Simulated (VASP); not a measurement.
Runs of VASP 6.6.1 on GdN. The structure is that of space group Fm-3m (No. 225), or close to it. The cells are those of the table. 

```tsv
spin	cell	gap on the mesh (eV)	pressure (GPa)	moment (μB)
collinear	a = 3.560 Å, angles 60.0°, 2 atoms	none	-2.4	7.00
collinear	a = 3.540 Å, angles 60.0°, 2 atoms	none	0.0	7.00
collinear	a = 3.489 Å, angles 60.0°, 2 atoms	none	(a)	7.00
collinear	a = 3.537 Å, angles 60.0°, 2 atoms	none	0.3	7.00
collinear, ferromagnetic start	a = 3.537 Å, angles 60.0°, 2 atoms	none	0.3	7.00
collinear	a = 3.513 Å, angles 60.0°, 2 atoms	none	3.5	7.00
collinear	a = 3.584 Å, angles 60.0°, 2 atoms	none	(b)	7.00
```

Alike in all rows: task single point; level PBE+U; potentials or basis VASP PAW PBE potentials, release 64 (Gd, N); Gd f U = 6.0 eV; k mesh 10 × 10 × 10; cutoff (eV) 520; smearing gaussian 0.05 eV.

**Question.** Estimate the missing entries.

**Answer.** (a) 7.0; (b) -5.0.

Caveats: spin-orbit coupling is left out, which moves the levels of the heavy elements; a cell with one magnetic atom can't hold antiferromagnetic order, which such compounds often take; the cell stands under pressure (at least some runs); the cell stands under tension (at least some runs).

A k mesh can miss the band edges, and the runs leave out spin-orbit coupling on Gd.

A gap of «none» marks levels without a gap at the run's occupations.
